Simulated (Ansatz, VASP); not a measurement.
Two plane-wave programs on NaI

The input INCAR:

```
PREC = Accurate
ENCUT = 520
EDIFF = 1E-6
ISMEAR = -1
SIGMA = 0.02
LREAL = F
LASPH = T
NELM = 100
ALGO = Normal
ISIF = 2
LWAVE = F
LCHARG = T
GGA = PE
LELF = T
LVHAR = T
NBANDS = 14
```

File KPOINTS:

```
Automatic mesh
0
Gamma
  8 8 8
```

POSCAR

```
NaI
1.0
    0.0000000000      3.2297205453      3.1276613761
    3.2297205453      0.0000000000      3.1276613761
    3.2297205453      3.2297205453      0.0000000000
Na I
1 1
Direct
    0.0000000000      0.0000000000      0.0000000000
    0.5000000000      0.5000000000      0.5000000000
```

Input for Ansatz:

```yaml
crystal:
  lattice:
    - [0.0, 3.2297205453, 3.1276613761]
    - [3.2297205453, 0.0, 3.1276613761]
    - [3.2297205453, 3.2297205453, 0.0]
  atoms:
    - { symbol: Na, position: [0.0, 0.0, 0.0] }
    - { symbol: I, position: [0.5, 0.5, 0.5] }
kpoints:
  mp_grid: { grid: [8, 8, 8] }
  band_path:
    path:
      - [0.0, 0.0, 0.0]
      - [0.5, 0.0, 0.5]
      - [0.625, 0.25, 0.625]
      - [0.375, 0.375, 0.75]
      - [0.5, 0.5, 0.5]
      - [0.5, 0.25, 0.75]
    npoints: 1
hamiltonian:
  xc: pbe
scf:
  occupations: { method: fermi_dirac, width: 0.02 }
  n_extra_bands: 4
output:
  forces: true
  stress: true
  eigenvalues: true
```

Change from the starting cell: uniaxial_z strain -3.2%.

Alike in both runs: task single point; functional PBE; k mesh 8 × 8 × 8; occupations fermi-dirac, width 0.02 eV; no spin polarisation.

```csv
,VASP,Ansatz
version,VASP 6.6.1,Ansatz 0.2.0
potentials or method,"VASP PAW PBE potentials, release 64 (Na_pv, I)","plane waves, PAW"
plane-wave cutoff (eV),520,420
valence electrons in the cell,14,26
```

```tsv
	VASP	Ansatz	Ansatz less VASP
gap on the k mesh at the Fermi level (eV)	3.73	3.74	+0.004
pressure (GPa)	1.2	1.2	-0.03
traceless stress, the component that is largest in VASP (GPa)	0.71	0.71	-0.004
```

VASP's potentials hold 14 valence electrons a cell and Ansatz's 26, so a difference there can come from the potentials and not from the codes.

Spin-orbit coupling is off throughout.
